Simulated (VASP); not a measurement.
Wanted: the native input for a VASP 6.6.1 run.

* Task: relaxation of cell and atoms
* Functional: PBE
* Potentials or basis: VASP PAW PBE potentials, release 64 (Sn_d, H, Br)
* Cutoff: 600 eV
* k mesh: 6 × 6 × 4
* Occupations: gaussian, width 0.1 eV
* Spin: no spin polarisation
* Dipole correction: no
* Further INCAR settings: ALGO = Normal; EDIFF = 1e-06; IBRION = 2; EDIFFG = -0.04; NSW = 90; ISIF = 3

The structure of SnH2Br2 lies in POSCAR:

```
SnH2Br2
1.0
    5.1478447900      0.0000000000      0.0000000000
   -2.5739224000      4.4581643600      0.0000000000
    0.0000000000      0.0000000000      5.0094827100
Sn H Br
1 2 2
Direct
    0.0000000000      0.0000000000      0.0000000000
    0.0000000000      0.0000000000      0.3794000100
    0.0000000000      0.0000000000      0.6205999900
    0.3333333300      0.6666666700      0.2757999900
    0.6666666700      0.3333333300      0.7242000100
```

The cell was generated, and may not be a known phase.

One way to write it, as run:

INCAR

```
ALGO = Normal
EDIFF = 1E-6
EDIFFG = -0.04
ENCUT = 600
GGA = PE
IBRION = 2
ISIF = 3
ISMEAR = 0
LASPH = True
LCHARG = False
LREAL = False
LWAVE = False
NELM = 100
NSW = 90
PREC = Accurate
SIGMA = 0.1
```

KPOINTS

```
k-points
0
Gamma
  6 6 4
```

Potentials or basis: VASP PAW PBE potentials, release 64 (Sn_d, H, Br).

Command:

```bash
$ cat potpaw_PBE.64/Sn_d/POTCAR potpaw_PBE.64/H/POTCAR potpaw_PBE.64/Br/POTCAR > POTCAR
$ mpirun -np 1 vasp_std > vasp.out
```

It gave:

The relaxed volume is 27.33 Å³/atom. The relaxed cell is a = 4.444 Å, b = 4.444 Å, c = 7.987 Å, α = 90.00°, β = 90.00°, γ = 120.00° and the space group after relaxing (to 0.1 Å) is P-3m1 (No. 164). The pressure after relaxing is 0.1 GPa, the largest force after relaxing is 0.034 eV/Å and the band gap on the k mesh is 1.86 eV (least direct gap 2.38 eV).

Caveat: the volume moved by over 15 % at a fixed basis, so the end points are rough; spin-orbit coupling is left out, which moves the levels of the heavy elements.

Run time: 14 min on 1 thread of Intel(R) Xeon(R) 6975P-C (Granite Rapids) (shared host), peak memory 0.31 GiB.
